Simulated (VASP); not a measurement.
# CoSi (WC type) (P-6m2) in VASP: further runs

Runs on CoSi (WC type). Level: PBE. Tasks: single point.

All numbers are computed with VASP 6.6.1; they aren't measurements. Logs are shortened: lines on timing, memory, paths and dates and some standing lists are left out, and cuts for length are marked.

## 1. The cell of the first run

It takes space group P-6m2 (No. 187, hexagonal). The conventional cell has a = 2.228 Å, b = 2.228 Å, c = 3.197 Å, α = 90.00°, β = 90.00°, γ = 120.00°. Within 2.7 Å of Co (site symmetry -6m2) lie 6 Si at 2.05 Å and 6 Co at 2.23 Å. Within 2.7 Å of Si (site symmetry -6m2) lie 6 Co at 2.05 Å and 6 Si at 2.23 Å.

## 2. Single point, PBE

File INCAR:

```
  ALGO = Normal
  EDIFF = 1E-6
  ENCUT = 690
  GGA = PE
  GGA_COMPAT = F
  ISIF = 2
  ISMEAR = -1
  LASPH = T
  LCHARG = T
  LELF = T
  LREAL = F
  LVHAR = T
  LWAVE = F
  NBANDS = 18
  NELM = 120
  PREC = Accurate
  SIGMA = 0.05
```

File KPOINTS:

```
k-points
0
Gamma
  16 16 14
```

File POSCAR:

```
CoSi
1.0
    2.2281287307      0.0000000000      0.0000000000
   -1.1140643654      1.9296160837      0.0000000000
    0.0000000000      0.0000000000      3.1967357419
Co Si
1 1
Direct
    0.0000000000      0.0000000000      0.0000000000
    0.3333333333      0.6666666667      0.5000000000
```

Potentials or basis: VASP PAW PBE potentials, release 64 (Co_sv, Si).

Command:

```sh
cat potpaw_PBE.64/Co_sv/POTCAR potpaw_PBE.64/Si/POTCAR > POTCAR
mpirun -np 1 vasp_std > vasp.out
```

OUTCAR:

```text
EDIFF = 1E-6
   ENCUT = 690
   GGA = PE
   ISIF = 2
   ISMEAR = -1
   LASPH = T
   LREAL = F
   NELM = 120
   PREC = Accurate

 ion  position               nearest neighbor table
   1  0.000  0.000  0.000-   2 2.05   2 2.05   2 2.05   2 2.05   2 2.05   2 2.05
   2  0.333  0.667  0.500-   1 2.05   1 2.05   1 2.05   1 2.05   1 2.05   1 2.05

  LATTYP: Found a hexagonal cell.
 ALAT       =     2.2281287307
 C/A-ratio  =     1.4347177063

  Lattice vectors:

 A1 = (   2.2281287307,   0.0000000000,   0.0000000000)
 A2 = (  -1.1140643654,   1.9296160837,   0.0000000000)
 A3 = (   0.0000000000,   0.0000000000,   3.1967357419)

Analysis of symmetry for initial positions (statically):
=====================================================================
 Subroutine PRICEL returns:
 Original cell was already a primitive cell.

 Routine SETGRP: Setting up the symmetry group for a
 hexagonal supercell.

 Subroutine GETGRP returns: Found 12 space group operations
 (whereof 12 operations were pure point group operations)
 out of a pool of 24 trial point group operations.

The static configuration has the point symmetry D_3h.

Analysis of symmetry for dynamics (positions and initial velocities):
=====================================================================
 Subroutine PRICEL returns:
 Original cell was already a primitive cell.

 Routine SETGRP: Setting up the symmetry group for a
 hexagonal supercell.

 Subroutine GETGRP returns: Found 12 space group operations
 (whereof 12 operations were pure point group operations)
 out of a pool of 24 trial point group operations.

The dynamic configuration has the point symmetry D_3h.

 Subroutine INISYM returns: Found 12 space group operations
 (whereof 12 operations are pure point group operations),
 and found     1 'primitive' translations

----------------------------------------------------------------------------------------

                                     Primitive cell

  volume of cell :      13.7442

  direct lattice vectors                    reciprocal lattice vectors
     2.228128731  0.000000000  0.000000000     0.448807103  0.259118902  0.000000000
    -1.114064365  1.929616084  0.000000000     0.000000000  0.518237803  0.000000000
     0.000000000  0.000000000  3.196735742     0.000000000  0.000000000  0.312819101

  length of vectors
     2.228128731  2.228128731  3.196735742     0.518237803  0.518237803  0.312819101

  position of ions in fractional coordinates (direct lattice)
     0.000000000  0.000000000  0.000000000
     0.333333333  0.666666667  0.500000000

  ion indices of the primitive-cell ions
   primitive index   ion index
                 1           1
                 2           2

----------------------------------------------------------------------------------------

 KPOINTS: k-points

Automatic generation of k-mesh.
 Grid dimensions read from file:
 generate k-points for:   16   16   14

 Generating k-lattice:

  Cartesian coordinates                     Fractional coordinates (reciprocal lattice)
     0.028050444  0.016194931  0.000000000     0.062500000  0.000000000  0.000000000
     0.000000000  0.032389863  0.000000000     0.000000000  0.062500000  0.000000000
     0.000000000  0.000000000  0.022344221     0.000000000  0.000000000  0.071428571

  Length of vectors
     0.032389863  0.032389863  0.022344221

  Shift w.r.t. Gamma in fractional coordinates (k-lattice)
     0.000000000  0.000000000  0.000000000

 Subroutine IBZKPT returns following result:
 ===========================================

 Found    240 irreducible k-points:

 Following reciprocal coordinates:
            Coordinates               Weight
  0.000000  0.000000  0.000000      1.000000
  0.062500  0.000000  0.000000      6.000000
  0.125000  0.000000  0.000000      6.000000
  0.187500  0.000000  0.000000      6.000000
  0.250000  0.000000  0.000000      6.000000
  0.312500  0.000000  0.000000      6.000000
[... 16 lines left out ...]
  0.187500  0.187500  0.000000      6.000000
  0.250000  0.187500  0.000000     12.000000
 [... further k-points ...]
   k-points           NKPTS =    240   k-points in BZ     NKDIM =    240   number of bands    NBANDS=     18
   number of dos      NEDOS =    301   number of ions     NIONS =      2
   total plane-waves  NPLWV =  11200
   dimension x,y,z NGX =    20 NGY =   20 NGZ =   28
   dimension x,y,z NGXF=    40 NGYF=   40 NGZF=   56
   ions per type =               1   1
   NGX,Y,Z   is equivalent  to a cutoff of  14.92, 14.92, 14.56 a.u.
   NGXF,Y,Z  is equivalent  to a cutoff of  29.84, 29.84, 29.12 a.u.
 SYSTEM =  unknown system
   PREC   = accura    normal or accurate (medium, high low for compatibility)
   ISTART =      0    job   : 0-new  1-cont  2-samecut
   ICHARG =      2    charge: 1-file 2-atom 10-const
   ISPIN  =      1    spin polarized calculation?
   LNONCOLLINEAR =      F non collinear calculations
   LSORBIT =      F    spin-orbit coupling
   LASPH  =      T    aspherical Exc in radial PAW
   ENCUT  =  690.0 eV  50.71 Ry    7.12 a.u.   4.77  4.77  6.85*2*pi/ulx,y,z
   NELM   =    120;   NELMIN=  2; NELMDL= -5     # of ELM steps
   EDIFF  = 0.1E-05   stopping-criterion for ELM
   LREAL  =      F    real-space projection
   EDIFFG = 0.1E-04   stopping-criterion for IOM
   NSW    =      0    number of steps for IOM
   IBRION =     -1    ionic relax: 0-MD 1-quasi-New 2-CG
   NFREE  =      0    steps in history (QN), initial steepest desc. (CG)
   ISIF   =      2    stress and relaxation
   ISYM   =      2    0-nonsym 1-usesym 2-fastsym
   POTIM  = 0.5000    time-step for ionic-motion
   TEBEG  =    0.0;   TEEND  =   0.0 temperature during run
   PSTRESS=    0.0 pullay stress
   NELECT =      21.0000    total number of electrons
   NUPDOWN=      -1.0000    fix difference up-down
   EMIN   =  10.00;   EMAX   =-10.00  energy-range for DOS
   EFERMI =   0.00;   METHOD = LEGACY
   ISMEAR =    -1;   SIGMA  =   0.05  broadening in eV -4-tet -1-fermi 0-gaus
   EFERMI_NEDOS =   21; number of points for ismear=-14 and -15
   IALGO  =     38    algorithm
   IMIX   =      4    mixing-type and parameters
     AMIX     =   0.40;   BMIX     =  1.00
     AMIX_MAG =   1.60;   BMIX_MAG =  1.00
  volume/ion in A,a.u.               =       6.87        46.38
  Fermi-wavevector in a.u.,A,eV,Ry     =   1.885567  3.563205 48.373646  3.555363
  Thomas-Fermi vector in A             =   2.928026
   LORBIT       =      0    0 simple, 1 ext, 2 COOP (PROOUT), +10 PAW based schemes
   GGA     = PE    functional components
   LHFCALC =     F    Hartree Fock is set to
   AEXX    =    0.0000 exact exchange contribution
   IVDW    =     0    specifies the selected vdW correction
   LEPSILON=     F    determine dielectric tensor
   LRPA    =     F    only Hartree local field effects (RPA)
 non-spin polarized calculation
  energy-cutoff  :      690.00
  volume of cell :       13.74
 maximum number of plane-waves:       578
 NGX is ok and might be reduce to    20
   NGX =  9   NGY =  9   NGZ = 13

 number of electron      20.9999993 magnetization

 Free energy of the ion-electron system (eV)
  ---------------------------------------------------
  ext. energy  EPLUGINS =         0.00000000
  ---------------------------------------------------
  free energy    TOTEN  =        -8.24824201 eV

  energy without entropy =       -8.23647295  energy(sigma->0) =       -8.24235748

 E-fermi :  22.5187     XC(G=0): -15.7429

 val. band max:       22.5162551881   @ k =   0.2500   0.2500   0.2857
 cond. band min:      22.5245315727   @ k =   0.2500   0.1875   0.3571
 fundamental gap:      0.0082763845
 Fermi energy:        22.5187496504

 k-point     1 :       0.0000    0.0000    0.0000
  band No.  band energies     occupation
      1     -73.6390      2.00000
      2     -37.3315      2.00000
      3     -36.4387      2.00000
      4     -36.4387      2.00000
      5       3.5743      2.00000
      6      14.6754      2.00000
[... 10 lines left out ...]
     17      41.9727      0.00000
     18      46.2242      0.00000

 k-point     2 :       0.0625    0.0000    0.0000
  band No.  band energies     occupation
      1     -73.6331      2.00000
      2     -37.3267      2.00000
      3     -36.4712      2.00000
      4     -36.4461      2.00000
      5       3.7296      2.00000
      6      14.7998      2.00000
[... 10 lines left out ...]
     17      43.6591      0.00000
     18      45.1248      0.00000

 k-point     3 :       0.1250    0.0000    0.0000
  band No.  band energies     occupation
      1     -73.6162      2.00000
      2     -37.3119      2.00000
      3     -36.5628      2.00000
      4     -36.4670      2.00000
      5       4.1910      2.00000
      6      15.1425      2.00000
[... 10 lines left out ...]
     17      43.7729      0.00000
     18      45.6899      0.00000

 k-point     4 :       0.1875    0.0000    0.0000
  band No.  band energies     occupation
      1     -73.5909      2.00000
      2     -37.2899      2.00000
      3     -36.6992      2.00000
      4     -36.4979      2.00000
      5       4.9450      2.00000
      6      15.5971      2.00000
[... 375 lines left out ...]
      4     -36.7076      2.00000
      5      11.5280      2.00000
      6      13.8386      2.00000
[... 10 lines left out ...]
     17      39.7653      0.00000
     18      42.5364      0.00000

 k-point    23 :       0.1875    0.1875    0.0000
  band No.  band energies     occupation
      1     -73.5239      2.00000
      2     -37.2317      2.00000
      3     -36.9923      2.00000
      4     -36.6418      2.00000
      5       7.5201      2.00000
      6      15.5900      2.00000
[... 10 lines left out ...]
     17      42.2272      0.00000
     18      43.4519      0.00000

 k-point    24 :       0.2500    0.1875    0.0000
  band No.  band energies     occupation
      1     -73.5002      2.00000
      2     -37.2113      2.00000
      3     -37.0795      2.00000
      4     -36.7069      2.00000
      5       8.8508      2.00000
      6      15.5215      2.00000
[... 10 lines left out ...]
     17      40.9892      0.00000
     18      43.9216      0.00000

 [... further k-points ...]

------------------------ aborting loop because EDIFF is reached ----------------------------------------

  FORCE on cell =-STRESS in cart. coord.  units (eV):
  Direction    XX          YY          ZZ          XY          YZ          ZX
  --------------------------------------------------------------------------------------
  -------------------------------------------------------------------------------------
  Total       24.4867682     24.4867682     24.5835716     -0.0000000      0.0000000      0.0000000
  in kB     2854.4610817   2854.4610818   2865.7456084     -0.0000001      0.0000000      0.0000000
  external PRESSURE =    2858.2225906 kB  Pullay stress =       0.0000000 kB

 VOLUME and BASIS-vectors are now :
 -----------------------------------------------------------------------------
  energy-cutoff  :      690.00
  volume of cell :       13.74
      direct lattice vectors                 reciprocal lattice vectors
     2.228128731  0.000000000  0.000000000     0.448807103  0.259118902  0.000000000
    -1.114064365  1.929616084  0.000000000     0.000000000  0.518237803  0.000000000
     0.000000000  0.000000000  3.196735742     0.000000000  0.000000000  0.312819101

 POSITION                                       TOTAL-FORCE (eV/Angst)
 -----------------------------------------------------------------------------------
      0.00000      0.00000      0.00000        -0.000000      0.000000      0.000000
     -0.00000      1.28641      1.59837         0.000000     -0.000000      0.000000
 -----------------------------------------------------------------------------------
    total drift:                                0.000000     -0.000000      0.000000

  FREE ENERGIE OF THE ION-ELECTRON SYSTEM (eV)
  ---------------------------------------------------
  free  energy   TOTEN  =        -8.2482420149 eV

  energy  without entropy=       -8.2364729535  energy(sigma->0) =       -8.24235748
```

Run time: 87 s. Hardware: 1 thread of Intel Xeon Platinum 8259CL at 2.50GHz (Skylake/Cascade Lake), shared host; peak memory 0.2 GiB.

Results:

```
Free energy            : -8.2482 eV
Pressure               : 285.8 GPa
Band gap on the k mesh : zero (an odd number of electrons rules out a gap without spin polarisation)
```

Stress tensor (GPa, compression positive):
```
285.45   0.00   0.00
  0.00 285.45   0.00
  0.00   0.00 286.57
```

Caveat: the cell stands under pressure; an odd number of electrons without spin polarisation forces a metal; a magnetic or distorted state may lie lower. Spin polarisation is off, so any magnetic state and its effect on volume and gap are missing.

## 3. Single point, PBE

This run uses another cell than the first one, of 8.00 Å³/atom.

File INCAR:

```
SYSTEM = CoSi
PREC     = Accurate       ! precision mode
ENCUT    = 690            ! plane-wave cutoff, eV
EDIFF    = 1E-6           ! SCF threshold, eV
ISMEAR   = -1             ! smearing method
SIGMA    = 0.05           ! smearing width, eV
LREAL    = .False.        ! projectors in reciprocal space
LASPH    = .True.         ! aspherical terms in the spheres
NELM     = 120            ! most SCF steps
ALGO     = Normal         ! electronic algorithm
ISIF     = 2              ! what is computed and relaxed
LWAVE    = .False.        ! write WAVECAR
LCHARG   = .False.        ! write CHGCAR
GGA      = PE             ! functional
NBANDS   = 18             ! bands
GGA_COMPAT= .False.
```

File KPOINTS:

```
regular mesh
0
Gamma
  16 16 14
  0 0 0
```

File POSCAR:

```
CoSi
1.0
    2.3671075272      0.0000000000      0.0000000000
   -1.1835537636      2.0499752521      0.0000000000
    0.0000000000      0.0000000000      3.2958588626
Co Si
1 1
Direct
    0.0000000000      0.0000000000      0.0000000000
    0.3333333333      0.6666666667      0.5000000000
```

Potentials or basis: VASP PAW PBE potentials, release 64 (Co_sv, Si).

Command:

```sh
cat potpaw_PBE.64/Co_sv/POTCAR potpaw_PBE.64/Si/POTCAR > POTCAR
mpirun -np 1 vasp_std > vasp.out
```

Run time: 69 s. Hardware: 1 thread of Intel Xeon Platinum 8259CL at 2.50GHz (Skylake/Cascade Lake), shared host; peak memory 0.21 GiB.

Results (log left out):

- Free energy: -11.1530 eV
- Pressure: 142.4 GPa
- Band gap on the k mesh: zero (an odd number of electrons rules out a gap without spin polarisation)

Stress tensor (GPa, compression positive):
```
142.26   0.00   0.00
  0.00 142.26   0.00
  0.00   0.00 142.73
```

Levels at points of the mesh, in eV from the Fermi level:
| k point | band 8 | band 9 | band 10 | band 11 | band 12 | band 13 | band 14 | band 15 |
| --- | --- | --- | --- | --- | --- | --- | --- | --- |
| (0.00, 0.00, 0.00) | -2.80 | -2.80 | -1.62 | -1.62 | 4.08 | 13.10 | 13.10 | 15.65 |
| (0.50, 0.00, 0.00) | -5.47 | -2.38 | 0.04 | 1.25 | 3.85 | 6.05 | 6.70 | 9.38 |
| (0.00, 0.00, 0.50) | -2.76 | -2.76 | -1.90 | -1.90 | 10.04 | 14.31 | 14.31 | 16.03 |
| (0.50, 0.00, 0.50) | -3.11 | -2.88 | -2.86 | 0.05 | 1.31 | 4.49 | 9.31 | 10.14 |

Caveat: the cell stands under pressure; an odd number of electrons without spin polarisation forces a metal; a magnetic or distorted state may lie lower. Spin polarisation is off, so any magnetic state and its effect on volume and gap are missing.
